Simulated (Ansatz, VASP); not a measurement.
# One calculation of PbS, two programs

```xyz
2
Lattice="0.0000 2.8761 2.8761 2.8761 0.0000 2.8761 2.8761 2.8761 0.0000" Properties=species:S:1:pos:R:3 pbc="T T T"
Pb    0.0000    0.0000    0.0000
S     2.8761    2.8761    2.8761
```

Change from the starting cell: strain -0.030 along x and y, -0.030 along z, atoms carried along.

Alike in both runs: task single point; functional PBE; k mesh 10 × 10 × 10; occupations gaussian, width 0.03 eV; no spin polarisation.

|  | VASP | Ansatz |
| --- | --- | --- |
| version | VASP 6.6.1 | Ansatz 0.2.0 |
| potentials or method | VASP PAW PBE potentials, release 64 (Pb_d, S), cutoff 520 eV | scalar-relativistic, plane waves, PAW |
| valence electrons in the cell | 20 | 20 |

```csv
,VASP,Ansatz,Ansatz less VASP
gap on the k mesh at the Fermi level (eV),0.02,0.03,+0.009
least direct gap on the mesh (eV),0.02,0.03,+0.009
pressure (GPa),9.0,9.1,+0.08
```

Spin-orbit coupling is off throughout.
